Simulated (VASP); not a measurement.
# Lu3PbF (Pm-3m) in VASP: notebook

Runs on Lu3PbF. Level: PBE. Tasks: single point.

All numbers are computed with VASP 6.6.1; they aren't measurements. Logs are shortened: lines on timing, memory, paths and dates and some standing lists are left out, and cuts for length are marked.

## Step 1: The cell of the first run

The structure is cubic, space group Pm-3m (No. 221). The conventional cell has a = 4.861 Å, b = 4.861 Å, c = 4.861 Å, α = 90.00°, β = 90.00°, γ = 90.00°. Lu (site symmetry 4/mmm) has 2 F at 2.43 Å within 3.2 Å. Within 4.5 Å of Pb (site symmetry m-3m) lie 12 Lu at 3.44 Å and 8 F at 4.21 Å. Within 3.2 Å of F (site symmetry m-3m) lie 6 Lu at 2.43 Å.

## Step 2: Single point, PBE

Contents of INCAR:

```
ALGO = Normal
EDIFF = 1E-6
ENCUT = 520
GGA = PE
ISIF = 2
ISMEAR = 0
LASPH = T
LCHARG = T
LELF = T
LREAL = F
LVHAR = T
LWAVE = F
NBANDS = 56
NELM = 60
PREC = Accurate
SIGMA = 0.1
```

Contents of KPOINTS:

```
k-points
0
Gamma
  4 4 4
```

Contents of POSCAR:

```
Lu3PbF
1.0
    4.8607856020      0.0000000000      0.0000000000
    0.0000000000      4.8607856020      0.0000000000
    0.0000000000      0.0000000000      4.8607856020
Lu Pb F
3 1 1
Direct
    0.0000000000      0.5000000000      0.5000000000
    0.5000000000      0.0000000000      0.5000000000
    0.5000000000      0.5000000000      0.0000000000
    0.0000000000      0.0000000000      0.0000000000
    0.5000000000      0.5000000000      0.5000000000
```

Potentials or basis: VASP PAW PBE potentials, release 64 (Lu, Pb_d, F).

Started as:

```
cat potpaw_PBE.64/Lu/POTCAR potpaw_PBE.64/Pb_d/POTCAR potpaw_PBE.64/F/POTCAR > POTCAR
mpirun -np 1 vasp_std > vasp.out
```

OUTCAR:

```text
EDIFF = 1E-6
   ENCUT = 520
   GGA = PE
   ISIF = 2
   ISMEAR = 0
   LASPH = T
   LREAL = F
   NELM = 60
   PREC = Accurate

 ion  position               nearest neighbor table
   1  0.000  0.500  0.500-   5 2.43   5 2.43   4 3.44   2 3.44   3 3.44   4 3.44   2 3.44   4 3.44
                             4 3.44   2 3.44   3 3.44   3 3.44   3 3.44   2 3.44
   2  0.500  0.000  0.500-   5 2.43   5 2.43   4 3.44   1 3.44   3 3.44   4 3.44   1 3.44   3 3.44
                             3 3.44   3 3.44   1 3.44   4 3.44   4 3.44   1 3.44
   3  0.500  0.500  0.000-   5 2.43   5 2.43   4 3.44   1 3.44   1 3.44   2 3.44   2 3.44   2 3.44
                             4 3.44   2 3.44   1 3.44   4 3.44   1 3.44   4 3.44
   4  0.000  0.000  0.000-   1 3.44   2 3.44   3 3.44   1 3.44   2 3.44   1 3.44   3 3.44   1 3.44
                             2 3.44   3 3.44   2 3.44   3 3.44
   5  0.500  0.500  0.500-   1 2.43   2 2.43   3 2.43   3 2.43   2 2.43   1 2.43

  LATTYP: Found a simple cubic cell.
 ALAT       =     4.8607856020

  Lattice vectors:

 A1 = (   4.8607856020,   0.0000000000,   0.0000000000)
 A2 = (   0.0000000000,   4.8607856020,   0.0000000000)
 A3 = (   0.0000000000,   0.0000000000,   4.8607856020)

Analysis of symmetry for initial positions (statically):
=====================================================================
 Subroutine PRICEL returns:
 Original cell was already a primitive cell.

 Routine SETGRP: Setting up the symmetry group for a
 simple cubic supercell.

 Subroutine GETGRP returns: Found 48 space group operations
 (whereof 48 operations were pure point group operations)
 out of a pool of 48 trial point group operations.

The static configuration has the point symmetry O_h .

Analysis of symmetry for dynamics (positions and initial velocities):
=====================================================================
 Subroutine PRICEL returns:
 Original cell was already a primitive cell.

 Routine SETGRP: Setting up the symmetry group for a
 simple cubic supercell.

 Subroutine GETGRP returns: Found 48 space group operations
 (whereof 48 operations were pure point group operations)
 out of a pool of 48 trial point group operations.

The dynamic configuration has the point symmetry O_h .

 Subroutine INISYM returns: Found 48 space group operations
 (whereof 48 operations are pure point group operations),
 and found     1 'primitive' translations

----------------------------------------------------------------------------------------

                                     Primitive cell

  volume of cell :     114.8469

  direct lattice vectors                    reciprocal lattice vectors
     4.860785602  0.000000000  0.000000000     0.205728062  0.000000000  0.000000000
     0.000000000  4.860785602  0.000000000     0.000000000  0.205728062  0.000000000
     0.000000000  0.000000000  4.860785602     0.000000000  0.000000000  0.205728062

  length of vectors
     4.860785602  4.860785602  4.860785602     0.205728062  0.205728062  0.205728062

  position of ions in fractional coordinates (direct lattice)
     0.000000000  0.500000000  0.500000000
     0.500000000  0.000000000  0.500000000
     0.500000000  0.500000000  0.000000000
     0.000000000  0.000000000  0.000000000
     0.500000000  0.500000000  0.500000000

  ion indices of the primitive-cell ions
   primitive index   ion index
                 1           1
                 2           2
                 3           3
                 4           4
                 5           5

----------------------------------------------------------------------------------------

 KPOINTS: k-points

Automatic generation of k-mesh.
 Grid dimensions read from file:
 generate k-points for:    4    4    4

 Generating k-lattice:

  Cartesian coordinates                     Fractional coordinates (reciprocal lattice)
     0.051432015  0.000000000  0.000000000     0.250000000  0.000000000  0.000000000
     0.000000000  0.051432015  0.000000000     0.000000000  0.250000000  0.000000000
     0.000000000  0.000000000  0.051432015     0.000000000  0.000000000  0.250000000

  Length of vectors
     0.051432015  0.051432015  0.051432015

  Shift w.r.t. Gamma in fractional coordinates (k-lattice)
     0.000000000  0.000000000  0.000000000

 Subroutine IBZKPT returns following result:
 ===========================================

 Found     10 irreducible k-points:

 Following reciprocal coordinates:
            Coordinates               Weight
  0.000000  0.000000  0.000000      1.000000
  0.250000  0.000000  0.000000      6.000000
  0.500000  0.000000  0.000000      3.000000
  0.250000  0.250000  0.000000     12.000000
  0.500000  0.250000  0.000000     12.000000
  0.500000  0.500000  0.000000      3.000000
  0.250000  0.250000  0.250000      8.000000
  0.500000  0.250000  0.250000     12.000000
  0.500000  0.500000  0.250000      6.000000
  0.500000  0.500000  0.500000      1.000000
   k-points           NKPTS =     10   k-points in BZ     NKDIM =     10   number of bands    NBANDS=     56
   number of dos      NEDOS =    301   number of ions     NIONS =      5
   total plane-waves  NPLWV =  46656
   dimension x,y,z NGX =    36 NGY =   36 NGZ =   36
   dimension x,y,z NGXF=    72 NGYF=   72 NGZF=   72
   ions per type =               3   1   1
   NGX,Y,Z   is equivalent  to a cutoff of  12.31, 12.31, 12.31 a.u.
   NGXF,Y,Z  is equivalent  to a cutoff of  24.63, 24.63, 24.63 a.u.
 SYSTEM =  unknown system
   PREC   = accura    normal or accurate (medium, high low for compatibility)
   ISTART =      0    job   : 0-new  1-cont  2-samecut
   ICHARG =      2    charge: 1-file 2-atom 10-const
   ISPIN  =      1    spin polarized calculation?
   LNONCOLLINEAR =      F non collinear calculations
   LSORBIT =      F    spin-orbit coupling
   LASPH  =      T    aspherical Exc in radial PAW
   ENCUT  =  520.0 eV  38.22 Ry    6.18 a.u.   9.04  9.04  9.04*2*pi/ulx,y,z
   NELM   =     60;   NELMIN=  2; NELMDL= -5     # of ELM steps
   EDIFF  = 0.1E-05   stopping-criterion for ELM
   LREAL  =      F    real-space projection
   EDIFFG = 0.1E-04   stopping-criterion for IOM
   NSW    =      0    number of steps for IOM
   IBRION =     -1    ionic relax: 0-MD 1-quasi-New 2-CG
   NFREE  =      0    steps in history (QN), initial steepest desc. (CG)
   ISIF   =      2    stress and relaxation
   ISYM   =      2    0-nonsym 1-usesym 2-fastsym
   POTIM  = 0.5000    time-step for ionic-motion
   TEBEG  =    0.0;   TEEND  =   0.0 temperature during run
   PSTRESS=    0.0 pullay stress
   NELECT =      96.0000    total number of electrons
   NUPDOWN=      -1.0000    fix difference up-down
   EMIN   =  10.00;   EMAX   =-10.00  energy-range for DOS
   EFERMI =   0.00;   METHOD = LEGACY
   ISMEAR =     0;   SIGMA  =   0.10  broadening in eV -4-tet -1-fermi 0-gaus
   EFERMI_NEDOS =   21; number of points for ismear=-14 and -15
   IALGO  =     38    algorithm
   IMIX   =      4    mixing-type and parameters
     AMIX     =   0.40;   BMIX     =  1.00
     AMIX_MAG =   1.60;   BMIX_MAG =  1.00
  volume/ion in A,a.u.               =      22.97       155.01
  Fermi-wavevector in a.u.,A,eV,Ry     =   1.542146  2.914233 32.357562  2.378214
  Thomas-Fermi vector in A             =   2.647992
   LORBIT       =      0    0 simple, 1 ext, 2 COOP (PROOUT), +10 PAW based schemes
   GGA     = PE    functional components
   LHFCALC =     F    Hartree Fock is set to
   AEXX    =    0.0000 exact exchange contribution
   IVDW    =     0    specifies the selected vdW correction
   LEPSILON=     F    determine dielectric tensor
   LRPA    =     F    only Hartree local field effects (RPA)
 non-spin polarized calculation
 Gauss-broadening in eV      SIGMA  =   0.10
  energy-cutoff  :      520.00
  volume of cell :      114.85
 maximum number of plane-waves:      3136
   NGX = 19   NGY = 19   NGZ = 19

 number of electron      96.0000084 magnetization

 Free energy of the ion-electron system (eV)
  ---------------------------------------------------
  ext. energy  EPLUGINS =         0.00000000
  ---------------------------------------------------
  free energy    TOTEN  =       -22.99567241 eV

  energy without entropy =      -22.98098412  energy(sigma->0) =      -22.98832826

 E-fermi :   4.7352     XC(G=0): -11.0027

 val. band max:        4.6260663120   @ k =   0.5000   0.2500   0.0000
 cond. band min:       4.7978258525   @ k =   0.2500   0.2500   0.0000
 fundamental gap:      0.1717595405
 Fermi energy:         4.7352228837

 k-point     1 :       0.0000    0.0000    0.0000
  band No.  band energies     occupation
      1     -52.1267      2.00000
      2     -52.0933      2.00000
      3     -52.0933      2.00000
      4     -23.0525      2.00000
      5     -23.0525      2.00000
      6     -23.0525      2.00000
[... 48 lines left out ...]
     55       7.6632      0.00000
     56       7.6632      0.00000

 k-point     2 :       0.2500    0.0000    0.0000
  band No.  band energies     occupation
      1     -52.1224      2.00000
      2     -52.0975      2.00000
      3     -52.0933      2.00000
      4     -23.4548      2.00000
      5     -23.0281      2.00000
      6     -23.0281      2.00000
[... 48 lines left out ...]
     55       7.9295      0.00000
     56       7.9295      0.00000

 k-point     3 :       0.5000    0.0000    0.0000
  band No.  band energies     occupation
      1     -52.1155      2.00000
      2     -52.1043      2.00000
      3     -52.0933      2.00000
      4     -23.6612      2.00000
      5     -22.9991      2.00000
      6     -22.9991      2.00000
[... 48 lines left out ...]
     55       7.0279      0.00000
     56       7.0526      0.00000

 k-point     4 :       0.2500    0.2500    0.0000
  band No.  band energies     occupation
      1     -52.1186      2.00000
      2     -52.0988      2.00000
      3     -52.0957      2.00000
      4     -23.7116      2.00000
      5     -23.0022      2.00000
      6     -22.9162      2.00000
[... 48 lines left out ...]
     55       7.8870      0.00000
     56       8.0049      0.00000

 k-point     5 :       0.5000    0.2500    0.0000
  band No.  band energies     occupation
      1     -52.1122      2.00000
      2     -52.1043      2.00000
      3     -52.0965      2.00000
      4     -23.8823      2.00000
      5     -22.9705      2.00000
      6     -22.8621      2.00000
[... 48 lines left out ...]
     55       7.3238      0.00000
     56       8.0421      0.00000

 k-point     6 :       0.5000    0.5000    0.0000
  band No.  band energies     occupation
      1     -52.1044      2.00000
      2     -52.1043      2.00000
      3     -52.1043      2.00000
      4     -24.0405      2.00000
      5     -22.9332      2.00000
      6     -22.9047      2.00000
[... 48 lines left out ...]
     55       7.7821      0.00000
     56       7.8663      0.00000

 k-point     7 :       0.2500    0.2500    0.2500
  band No.  band energies     occupation
      1     -52.1155      2.00000
      2     -52.0988      2.00000
      3     -52.0988      2.00000
      4     -23.9129      2.00000
      5     -22.9006      2.00000
      6     -22.9006      2.00000
[... 48 lines left out ...]
     55       7.6412      0.00000
     56       7.6412      0.00000

 k-point     8 :       0.5000    0.2500    0.2500
  band No.  band energies     occupation
      1     -52.1099      2.00000
      2     -52.1043      2.00000
      3     -52.0988      2.00000
      4     -24.0632      2.00000
      5     -22.8676      2.00000
      6     -22.8626      2.00000
[... 48 lines left out ...]
     55       7.8332      0.00000
     56       8.1334      0.00000

 k-point     9 :       0.5000    0.5000    0.2500
  band No.  band energies     occupation
      1     -52.1043      2.00000
      2     -52.1042      2.00000
      3     -52.1042      2.00000
      4     -24.2042      2.00000
      5     -22.9034      2.00000
      6     -22.8577      2.00000
[... 48 lines left out ...]
     55       7.9326      0.00000
     56       8.4031      0.00000

 k-point    10 :       0.5000    0.5000    0.5000
  band No.  band energies     occupation
      1     -52.1042      2.00000
      2     -52.1042      2.00000
      3     -52.1042      2.00000
      4     -24.3363      2.00000
      5     -22.9021      2.00000
      6     -22.9021      2.00000
[... 48 lines left out ...]
     55       8.4202      0.00000
     56       8.4253      0.00000

------------------------ aborting loop because EDIFF is reached ----------------------------------------

  FORCE on cell =-STRESS in cart. coord.  units (eV):
  Direction    XX          YY          ZZ          XY          YZ          ZX
  --------------------------------------------------------------------------------------
  -------------------------------------------------------------------------------------
  Total        0.0809971      0.0809971      0.0809971      0.0000000      0.0000000     -0.0000000
  in kB        1.1299533      1.1299533      1.1299533      0.0000000      0.0000000     -0.0000000
  external PRESSURE =       1.1299533 kB  Pullay stress =       0.0000000 kB

 VOLUME and BASIS-vectors are now :
 -----------------------------------------------------------------------------
  energy-cutoff  :      520.00
  volume of cell :      114.85
      direct lattice vectors                 reciprocal lattice vectors
     4.860785602  0.000000000  0.000000000     0.205728062  0.000000000  0.000000000
     0.000000000  4.860785602  0.000000000     0.000000000  0.205728062  0.000000000
     0.000000000  0.000000000  4.860785602     0.000000000  0.000000000  0.205728062

 POSITION                                       TOTAL-FORCE (eV/Angst)
 -----------------------------------------------------------------------------------
      0.00000      2.43039      2.43039         0.000000      0.000000      0.000000
      2.43039      0.00000      2.43039         0.000000      0.000000      0.000000
      2.43039      2.43039      0.00000         0.000000      0.000000      0.000000
      0.00000      0.00000      0.00000         0.000000      0.000000      0.000000
      2.43039      2.43039      2.43039         0.000000      0.000000      0.000000
 -----------------------------------------------------------------------------------
    total drift:                                0.000000      0.000000      0.000000

  FREE ENERGIE OF THE ION-ELECTRON SYSTEM (eV)
  ---------------------------------------------------
  free  energy   TOTEN  =       -22.9956724090 eV

  energy  without entropy=      -22.9809841170  energy(sigma->0) =      -22.98832826
```

It took 96 s on 1 thread of AMD EPYC 7R13 (Zen 3), shared host; peak memory 0.21 GiB.

Results:

| Quantity | Value |
| --- | --- |
| Free energy | -22.9957 eV |
| Pressure | 0.1 GPa |
| Band gap on the k mesh | zero (band 48 reaches 5.38 eV, above the bottom of band 49 at 3.44 eV) |

Levels at points of the mesh, in eV from the Fermi level:
```tsv
k point	band 46	band 47	band 48	band 49	band 50	band 51
(0.00, 0.00, 0.00)	-1.43	-0.91	-0.91	-0.91	-0.54	-0.54
(0.50, 0.00, 0.00)	-1.80	-0.53	0.11	0.56	0.68	1.49
(0.50, 0.50, 0.00)	-1.91	-0.70	0.64	0.64	0.74	0.74
(0.50, 0.50, 0.50)	-2.14	-1.30	-1.30	-1.30	1.40	1.40
```

Caveat: spin-orbit coupling is left out, which moves the levels of the heavy elements.

## Step 3: Single point, PBE

This run uses another cell than the first one, of 46.95 Å³/atom, 2.044 times its volume.

Contents of INCAR:

```
SYSTEM = Lu3PbF
PREC = Accurate ; ENCUT = 520
EDIFF = 1E-7 ; ISMEAR = 0
SIGMA = 0.1 ; LREAL = .False.
LASPH = .True. ; NELM = 60
ALGO = Normal ; ISIF = 2
LWAVE = .False. ; LCHARG = .False.
GGA = PE ; NBANDS = 56
```

Contents of KPOINTS:

```
regular mesh
0
Gamma
  4 4 4
  0 0 0
```

POSCAR, as its differences from that of step 2:

```diff
@@ -2,5 +2,5 @@
 1.0
-    4.8607856020      0.0000000000      0.0000000000
-    0.0000000000      4.8607856020      0.0000000000
-    0.0000000000      0.0000000000      4.8607856020
+    6.1686954100      0.0000000000      0.0000000000
+    0.0000000000      6.1686954100      0.0000000000
+    0.0000000000      0.0000000000      6.1686954100
 Lu Pb F
```

Potentials or basis: VASP PAW PBE potentials, release 64 (Lu, Pb_d, F).

Started as:

```
cat potpaw_PBE.64/Lu/POTCAR potpaw_PBE.64/Pb_d/POTCAR potpaw_PBE.64/F/POTCAR > POTCAR
mpirun -np 1 vasp_std > vasp.out
```

Run time: 4 min. Hardware: 1 thread of AMD EPYC 7R13 (Zen 3), shared host; peak memory 0.36 GiB.

It converged, with:

| Property | Result |
| --- | --- |
| Free energy | -17.5175 eV |
| Pressure | -8.5 GPa |
| Band gap on the k mesh | zero (band 48 reaches 1.39 eV, above the bottom of band 49 at -0.21 eV) |

Levels at points of the mesh, in eV from the Fermi level:
```csv
k point,band 46,band 47,band 48,band 49,band 50,band 51
"(0.00, 0.00, 0.00)",-0.76,-0.23,-0.23,-0.23,0.03,0.03
"(0.50, 0.00, 0.00)",-0.62,-0.62,0.21,0.22,0.38,0.42
"(0.50, 0.50, 0.00)",-1.60,-0.55,0.54,0.54,0.60,0.61
"(0.50, 0.50, 0.50)",-1.26,-1.06,-1.06,-1.06,0.71,0.90
```

Caveat: spin-orbit coupling is left out, which moves the levels of the heavy elements.
